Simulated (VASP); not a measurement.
Runs of VASP 6.6.1 on GaAs. The structure is that of space group F-43m (No. 216), or close to it. The cells are those of the table. 

| task | level | potentials or basis | cell | k mesh | cutoff (eV) | grid for exact exchange (PRECFOCK) | share of exact exchange | screening parameter | gap on the mesh (eV) | pressure (GPa) |
| --- | --- | --- | --- | --- | --- | --- | --- | --- | --- | --- |
| single point | PBEsol | VASP PAW PBE potentials, release 64 (Ga_d, As) | a = 4.001 Å, angles 60.0°, 2 atoms | 9 × 9 × 9 | 500 | - | - | - | 0.44 | 0.2 |
| relaxation of the atoms | PBEsol | VASP PAW PBE potentials, release 64 (Ga_d, As) | atoms relaxed from a = 3.971 Å, angles 60.0°, 2 atoms | 9 × 9 × 9 | 450 | - | - | - | 0.61 | 1.8 |
| single point | PBEsol | VASP PAW PBE potentials, release 64 (Ga_d, As) | a = 3.971 Å, angles 60.0°, 2 atoms | 9 × 9 × 9 | 500 | - | - | - | 0.61 | 1.9 |
| electric field gradients | PBEsol | VASP PAW PBE potentials, release 64 (Ga_d, As) | a = 3.998 Å, angles 60.0°, 2 atoms | 4 × 4 × 4 | 400 | - | - | - | 0.44 | 0.4 |
| electric field gradients | r2SCAN | VASP PAW PBE potentials, release 64 (Ga_d, As) | a = 3.998 Å, angles 60.0°, 2 atoms | 9 × 9 × 9 | 440 | - | - | - | 1.00 | (a) |
| electric field gradients | PBEsol | VASP PAW PBE potentials, release 64 (Ga_d, As) | a = 3.998 Å, angles 60.0°, 2 atoms | 5 × 5 × 5 | 400 | - | - | - | (b) | 0.2 |
| relaxation of the atoms | PBEsol | VASP PAW PBE potentials, release 64 (Ga_d, As) | atoms relaxed from a = 4.024 Å, angles 60.0°, 2 atoms | 8 × 8 × 8 | 450 | - | - | - | 0.31 | -1.1 |
| single point | PBEsol | VASP PAW PBE potentials, release 64 (Ga_d, As) | a = 4.024 Å, angles 60.0°, 2 atoms | 8 × 8 × 8 | 500 | - | - | - | 0.31 | (d) |
| electric field gradients | HSE06 | VASP PAW PBE potentials, release 64 (Ga_d, As) | a = 3.998 Å, angles 60.0°, 2 atoms | 5 × 5 × 5 | 400 | Normal | 0.25 | 0.2079 1/Å | 1.43 | (c) |
| electric field gradients | PBEsol | VASP PAW PBE potentials, release 64 (Ga_d, As) | a = 3.998 Å, angles 60.0°, 2 atoms | 12 × 12 × 12 | 400 | - | - | - | 0.46 | 0.2 |
| single point | PBEsol | VASP PAW PBE potentials, release 64 (Ga_d, As) | a = 3.998 Å, angles 60.0°, 2 atoms | 9 × 9 × 9 | 500 | - | - | - | 0.46 | 0.3 |
| electric field gradients | LDA | VASP PAW LDA potentials, release 64 (Ga_d, As) | a = 3.998 Å, angles 60.0°, 2 atoms | 9 × 9 × 9 | 400 | - | - | - | 0.33 | -1.8 |

Alike in all rows: no spin polarisation; smearing fermi-dirac 0.02 eV.

Question: Estimate the missing entries.

Answer: (a) 0.5; (b) 0.45; (c) 0.8; (d) -1.0.

Caveats: some runs use coarse meshes; the PAW data sets were made with another functional, which shifts forces and pressure a little (at least some runs); an odd mesh through Γ misses points on the zone boundary, where band edges can lie (at least some runs); the relaxation stopped at its first step, so nothing moved (at least some runs).

A k mesh can miss the band edges, and the runs leave out spin-orbit coupling on As, Ga.
